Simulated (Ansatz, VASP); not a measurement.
**B3As2: VASP beside Ansatz**

```xyz
5
Lattice="3.3287 -3.8671 0.0000 3.3287 3.8671 0.0000 0.0000 0.0000 2.6084" Properties=species:S:1:pos:R:3 pbc="T T T"
B     3.3287    3.0760    0.0000
B     3.3287   -3.0760    0.0000
B     3.3287    0.0000    1.3042
As    1.6643   -1.9336    0.0000
As    1.6643    1.9336    0.0000
```

Alike in both runs: functional PBE; k mesh 8 × 8 × 14; occupations gaussian, width 0.1 eV; no spin polarisation.

Ansatz relaxed the structure, and its values are those at the end. VASP's run is a single point on that final structure, the one shown.

```csv
,VASP,Ansatz
version,VASP 6.6.1,Ansatz 0.2.0
potentials or method,"VASP PAW PBE potentials, release 64 (B, As_d), cutoff 600 eV","scalar-relativistic, plane waves, PAW"
valence electrons in the cell,39,39
```

```tsv
	VASP	Ansatz	Ansatz less VASP
gap on the k mesh at the Fermi level (eV)	none	none	-
pressure (GPa)	-0.1	0.0	+0.10
rms of the force components (eV/Å)	0.010	0.000	-0.0095
```

A gap of «none» marks a metal or a gap that the smearing closes.
